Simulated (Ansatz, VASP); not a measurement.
**Two plane-wave programs on BaF2**

```xyz
3
Lattice="0.0000 3.1230 3.1230 3.1230 0.0000 3.1230 3.1230 3.1230 0.0000" Properties=species:S:1:pos:R:3 pbc="T T T"
Ba    0.0000    0.0000    0.0000
F     1.5615    1.5615    1.5615
F     4.6844    4.6844    4.6844
```

Alike in both runs: functional PBE; k mesh 5 × 5 × 5; no spin polarisation.

Ansatz relaxed the structure, and its values are those at the end. VASP's run is a single point on that final structure, the one shown.

|  | VASP | Ansatz |
| --- | --- | --- |
| version | VASP 6.6.1 | Ansatz 0.2.0 |
| potentials or method | VASP PAW PBE potentials, release 64 (Ba_sv, F), cutoff 600 eV | plane waves, PAW |
| occupations | gaussian, width 0.01 eV | fixed |
| valence electrons in the cell | 24 | 24 |

VASP gave:

* pressure (GPa): 0.9

What did Ansatz give for the same quantities?

Pressure (GPa): 0.0.

Neither program's run includes spin-orbit coupling.
